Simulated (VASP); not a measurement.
# Ge2SbO3 (P6/mmm) in VASP: a series of runs

Ge2SbO3 is run at these levels: PBE; tasks: single point.

All numbers are computed with VASP 6.6.1; they aren't measurements. Logs are shortened: lines on timing, memory, paths and dates and some standing lists are left out, and cuts for length are marked.

**1. The cell of the first run**

The structure is hexagonal, space group P6/mmm (No. 191). Conventional cell: a = 6.440 Å, b = 6.440 Å, c = 3.037 Å, α = 90.00°, β = 90.00°, γ = 120.00°. Within 2.5 Å of Ge (site symmetry -6m2) lie 3 O at 1.86 Å. Within 4.0 Å of Sb (site symmetry 6/mmm) lie 2 Sb at 3.04 Å and 6 O at 3.22 Å and 6 Ge at 3.72 Å. O (site symmetry mmm) has 2 Ge at 1.86 Å within 2.5 Å.

The cell was generated, and may not be a known phase.

**2. Single point, PBE**

File INCAR:

```
  PREC = Accurate
  ENCUT = 520
  EDIFF = 1E-7
  ISMEAR = 0
  SIGMA = 0.1
  LREAL = False
  LASPH = True
  NELM = 100
  ALGO = Normal
  ISIF = 2
  LWAVE = False
  LCHARG = False
  GGA = PE
  NBANDS = 34
```

File KPOINTS:

```
Automatic mesh
0
Gamma
  3 3 6
```

File POSCAR:

```
Ge2SbO3
1.0
    6.4402308032      0.0000000000      0.0000000000
   -3.2201154016      5.5774034818      0.0000000000
    0.0000000000      0.0000000000      3.0371723881
Ge Sb O
2 1 3
Direct
    0.3333333333      0.6666666667      0.5000000000
    0.6666666667      0.3333333333      0.5000000000
    0.0000000000      0.0000000000      0.5000000000
    0.5000000000      0.0000000000      0.5000000000
    0.0000000000      0.5000000000      0.5000000000
    0.5000000000      0.5000000000      0.5000000000
```

Potentials or basis: VASP PAW PBE potentials, release 64 (Ge_d, Sb, O).

Started as:

```bash
$ cat potpaw_PBE.64/Ge_d/POTCAR potpaw_PBE.64/Sb/POTCAR potpaw_PBE.64/O/POTCAR > POTCAR
$ mpirun -np 1 vasp_std > vasp.out
```

OUTCAR:

```text
PREC = Accurate
   ENCUT = 520
   EDIFF = 1E-7
   ISMEAR = 0
   LREAL = False
   LASPH = True
   NELM = 100
   ISIF = 2
   GGA = PE

 ion  position               nearest neighbor table
   1  0.333  0.667  0.500-   4 1.86   5 1.86   6 1.86
   2  0.667  0.333  0.500-   4 1.86   5 1.86   6 1.86
   3  0.000  0.000  0.500-
   4  0.500  0.000  0.500-   1 1.86   2 1.86
   5  0.000  0.500  0.500-   1 1.86   2 1.86
   6  0.500  0.500  0.500-   1 1.86   2 1.86

  LATTYP: Found a hexagonal cell.
 ALAT       =     6.4402308032
 C/A-ratio  =     0.4715937178

  Lattice vectors:

 A1 = (   6.4402308032,   0.0000000000,   0.0000000000)
 A2 = (  -3.2201154016,   5.5774034818,   0.0000000000)
 A3 = (   0.0000000000,   0.0000000000,   3.0371723881)

Analysis of symmetry for initial positions (statically):
=====================================================================
 Subroutine PRICEL returns:
 Original cell was already a primitive cell.

 Routine SETGRP: Setting up the symmetry group for a
 hexagonal supercell.

 Subroutine GETGRP returns: Found 24 space group operations
 (whereof 24 operations were pure point group operations)
 out of a pool of 24 trial point group operations.

The static configuration has the point symmetry D_6h.

Analysis of symmetry for dynamics (positions and initial velocities):
=====================================================================
 Subroutine PRICEL returns:
 Original cell was already a primitive cell.

 Routine SETGRP: Setting up the symmetry group for a
 hexagonal supercell.

 Subroutine GETGRP returns: Found 24 space group operations
 (whereof 24 operations were pure point group operations)
 out of a pool of 24 trial point group operations.

The dynamic configuration has the point symmetry D_6h.

 Subroutine INISYM returns: Found 24 space group operations
 (whereof 24 operations are pure point group operations),
 and found     1 'primitive' translations

----------------------------------------------------------------------------------------

                                     Primitive cell

  volume of cell :     109.0945

  direct lattice vectors                    reciprocal lattice vectors
     6.440230803  0.000000000  0.000000000     0.155273938  0.089647450  0.000000000
    -3.220115402  5.577403482  0.000000000     0.000000000  0.179294900  0.000000000
     0.000000000  0.000000000  3.037172388     0.000000000  0.000000000  0.329253619

  length of vectors
     6.440230803  6.440230803  3.037172388     0.179294900  0.179294900  0.329253619

  position of ions in fractional coordinates (direct lattice)
     0.333333333  0.666666667  0.500000000
     0.666666667  0.333333333  0.500000000
     0.000000000  0.000000000  0.500000000
     0.500000000  0.000000000  0.500000000
     1.000000000  0.500000000  0.500000000
     0.500000000  0.500000000  0.500000000

  ion indices of the primitive-cell ions
   primitive index   ion index
                 1           1
                 2           2
                 3           3
                 4           4
                 5           5
                 6           6

----------------------------------------------------------------------------------------

 KPOINTS: Automatic mesh

Automatic generation of k-mesh.
 Grid dimensions read from file:
 generate k-points for:    3    3    6

 Generating k-lattice:

  Cartesian coordinates                     Fractional coordinates (reciprocal lattice)
     0.051757979  0.029882483  0.000000000     0.333333333  0.000000000  0.000000000
     0.000000000  0.059764967  0.000000000     0.000000000  0.333333333  0.000000000
     0.000000000  0.000000000  0.054875603     0.000000000  0.000000000  0.166666667

  Length of vectors
     0.059764967  0.059764967  0.054875603

  Shift w.r.t. Gamma in fractional coordinates (k-lattice)
     0.000000000  0.000000000  0.000000000

 Subroutine IBZKPT returns following result:
 ===========================================

 Found     12 irreducible k-points:

 Following reciprocal coordinates:
            Coordinates               Weight
  0.000000  0.000000  0.000000      1.000000
  0.333333  0.000000  0.000000      6.000000
  0.333333  0.333333  0.000000      2.000000
  0.000000  0.000000  0.166667      2.000000
  0.333333  0.000000  0.166667     12.000000
  0.333333  0.333333  0.166667      4.000000
  0.000000  0.000000  0.333333      2.000000
  0.333333  0.000000  0.333333     12.000000
  0.333333  0.333333  0.333333      4.000000
  0.000000  0.000000  0.500000      1.000000
  0.333333  0.000000  0.500000      6.000000
  0.333333  0.333333  0.500000      2.000000
   k-points           NKPTS =     12   k-points in BZ     NKDIM =     12   number of bands    NBANDS=     34
   number of dos      NEDOS =    301   number of ions     NIONS =      6
   total plane-waves  NPLWV =  55296
   dimension x,y,z NGX =    48 NGY =   48 NGZ =   24
   dimension x,y,z NGXF=    96 NGYF=   96 NGZF=   48
   ions per type =               2   1   3
   NGX,Y,Z   is equivalent  to a cutoff of  12.39, 12.39, 13.14 a.u.
   NGXF,Y,Z  is equivalent  to a cutoff of  24.78, 24.78, 26.27 a.u.
 SYSTEM =  unknown system
   PREC   = accura    normal or accurate (medium, high low for compatibility)
   ISTART =      0    job   : 0-new  1-cont  2-samecut
   ICHARG =      2    charge: 1-file 2-atom 10-const
   ISPIN  =      1    spin polarized calculation?
   LNONCOLLINEAR =      F non collinear calculations
   LSORBIT =      F    spin-orbit coupling
   LASPH  =      T    aspherical Exc in radial PAW
   ENCUT  =  520.0 eV  38.22 Ry    6.18 a.u.  11.97 11.97  5.65*2*pi/ulx,y,z
   NELM   =    100;   NELMIN=  2; NELMDL= -5     # of ELM steps
   EDIFF  = 0.1E-06   stopping-criterion for ELM
   LREAL  =      F    real-space projection
   EDIFFG = 0.1E-05   stopping-criterion for IOM
   NSW    =      0    number of steps for IOM
   IBRION =     -1    ionic relax: 0-MD 1-quasi-New 2-CG
   NFREE  =      0    steps in history (QN), initial steepest desc. (CG)
   ISIF   =      2    stress and relaxation
   ISYM   =      2    0-nonsym 1-usesym 2-fastsym
   POTIM  = 0.5000    time-step for ionic-motion
   TEBEG  =    0.0;   TEEND  =   0.0 temperature during run
   PSTRESS=    0.0 pullay stress
   NELECT =      51.0000    total number of electrons
   NUPDOWN=      -1.0000    fix difference up-down
   EMIN   =  10.00;   EMAX   =-10.00  energy-range for DOS
   EFERMI =   0.00;   METHOD = LEGACY
   ISMEAR =     0;   SIGMA  =   0.10  broadening in eV -4-tet -1-fermi 0-gaus
   EFERMI_NEDOS =   21; number of points for ismear=-14 and -15
   IALGO  =     38    algorithm
   IMIX   =      4    mixing-type and parameters
     AMIX     =   0.40;   BMIX     =  1.00
     AMIX_MAG =   1.60;   BMIX_MAG =  1.00
  volume/ion in A,a.u.               =      18.18       122.70
  Fermi-wavevector in a.u.,A,eV,Ry     =   1.270566  2.401022 21.964403  1.614338
  Thomas-Fermi vector in A             =   2.403546
   LORBIT       =      0    0 simple, 1 ext, 2 COOP (PROOUT), +10 PAW based schemes
   GGA     = PE    functional components
   LHFCALC =     F    Hartree Fock is set to
   AEXX    =    0.0000 exact exchange contribution
   IVDW    =     0    specifies the selected vdW correction
   LEPSILON=     F    determine dielectric tensor
   LRPA    =     F    only Hartree local field effects (RPA)
 non-spin polarized calculation
 Gauss-broadening in eV      SIGMA  =   0.10
  energy-cutoff  :      520.00
  volume of cell :      109.09
 maximum number of plane-waves:      2969
 NGX is ok and might be reduce to    48
   NGX = 23   NGY = 23   NGZ = 11

 number of electron      51.0000016 magnetization

 Free energy of the ion-electron system (eV)
  ---------------------------------------------------
  ext. energy  EPLUGINS =         0.00000000
  ---------------------------------------------------
  free energy    TOTEN  =       -30.78678790 eV

  energy without entropy =      -30.75884338  energy(sigma->0) =      -30.77281564

 E-fermi :   3.9624     XC(G=0):  -9.6210

 val. band max:        3.9602586076   @ k =   0.3333   0.3333   0.3333
 cond. band min:       4.1174508365   @ k =   0.0000   0.0000   0.0000
 fundamental gap:      0.1571922290
 Fermi energy:         3.9623560979

 k-point     1 :       0.0000    0.0000    0.0000
  band No.  band energies     occupation
      1     -20.9653      2.00000
      2     -20.9388      2.00000
      3     -20.9388      2.00000
      4     -20.8972      2.00000
      5     -20.8440      2.00000
      6     -20.8440      2.00000
[... 26 lines left out ...]
     33      12.4837      0.00000
     34      12.4838      0.00000

 k-point     2 :       0.3333    0.0000    0.0000
  band No.  band energies     occupation
      1     -20.9622      2.00000
      2     -20.9499      2.00000
      3     -20.9422      2.00000
      4     -20.8827      2.00000
      5     -20.8507      2.00000
      6     -20.8402      2.00000
[... 26 lines left out ...]
     33      10.9936      0.00000
     34      11.9754      0.00000

 k-point     3 :       0.3333    0.3333    0.0000
  band No.  band energies     occupation
      1     -20.9569      2.00000
      2     -20.9569      2.00000
      3     -20.9455      2.00000
      4     -20.8660      2.00000
      5     -20.8660      2.00000
      6     -20.8366      2.00000
[... 26 lines left out ...]
     33      11.2585      0.00000
     34      11.2585      0.00000
[... 260 lines left out ...]
 k-point    11 :       0.3333    0.0000    0.5000
  band No.  band energies     occupation
      1     -20.9348      2.00000
      2     -20.9291      2.00000
      3     -20.9108      2.00000
      4     -20.8375      2.00000
      5     -20.8344      2.00000
      6     -20.8276      2.00000
[... 26 lines left out ...]
     33      10.8370      0.00000
     34      11.3193      0.00000

 k-point    12 :       0.3333    0.3333    0.5000
  band No.  band energies     occupation
      1     -20.9381      2.00000
      2     -20.9203      2.00000
      3     -20.9203      2.00000
      4     -20.8340      2.00000
      5     -20.8307      2.00000
      6     -20.8307      2.00000
[... 26 lines left out ...]
     33      11.8497      0.00000
     34      11.9908      0.00000

------------------------ aborting loop because EDIFF is reached ----------------------------------------

  FORCE on cell =-STRESS in cart. coord.  units (eV):
  Direction    XX          YY          ZZ          XY          YZ          ZX
  --------------------------------------------------------------------------------------
  -------------------------------------------------------------------------------------
  Total        0.0901942      0.0901942      0.0064107      0.0000000      0.0000000      0.0000000
  in kB        1.3246049      1.3246049      0.0941484      0.0000000      0.0000000      0.0000000
  external PRESSURE =       0.9144527 kB  Pullay stress =       0.0000000 kB

 VOLUME and BASIS-vectors are now :
 -----------------------------------------------------------------------------
  energy-cutoff  :      520.00
  volume of cell :      109.09
      direct lattice vectors                 reciprocal lattice vectors
     6.440230803  0.000000000  0.000000000     0.155273938  0.089647450  0.000000000
    -3.220115402  5.577403482  0.000000000     0.000000000  0.179294900  0.000000000
     0.000000000  0.000000000  3.037172388     0.000000000  0.000000000  0.329253619

 POSITION                                       TOTAL-FORCE (eV/Angst)
 -----------------------------------------------------------------------------------
     -0.00000      3.71827      1.51859        -0.000000      0.000000      0.000000
      3.22012      1.85913      1.51859         0.000000     -0.000000     -0.000000
      0.00000      0.00000      1.51859        -0.000000      0.000000      0.000000
      3.22012      0.00000      1.51859         0.000000      0.000000      0.000000
     -1.61006      2.78870      1.51859         0.000000      0.000000      0.000000
      1.61006      2.78870      1.51859        -0.000000      0.000000      0.000000
 -----------------------------------------------------------------------------------
    total drift:                               -0.000000      0.000000     -0.000000

  FREE ENERGIE OF THE ION-ELECTRON SYSTEM (eV)
  ---------------------------------------------------
  free  energy   TOTEN  =       -30.7867879048 eV

  energy  without entropy=      -30.7588433813  energy(sigma->0) =      -30.77281564
```

It took 60 s on 1 thread of Oxide Virtual Turin-like, shared host; peak memory 0.21 GiB.

Results:

```
Free energy            : -30.7868 eV
Pressure               : 0.1 GPa
Band gap on the k mesh : zero (an odd number of electrons rules out a gap without spin polarisation)
```

Caveat: the k points lie up to 0.38 Å⁻¹ apart, too coarse for converged energies and pressures of a metal; spin-orbit coupling is left out, which moves the levels of the heavy elements; an odd number of electrons without spin polarisation forces a metal; a magnetic or distorted state may lie lower.

(Part 1 of 3 ends here.)

The gap in the log of VASP goes by the Fermi energy; the results here count the filled bands.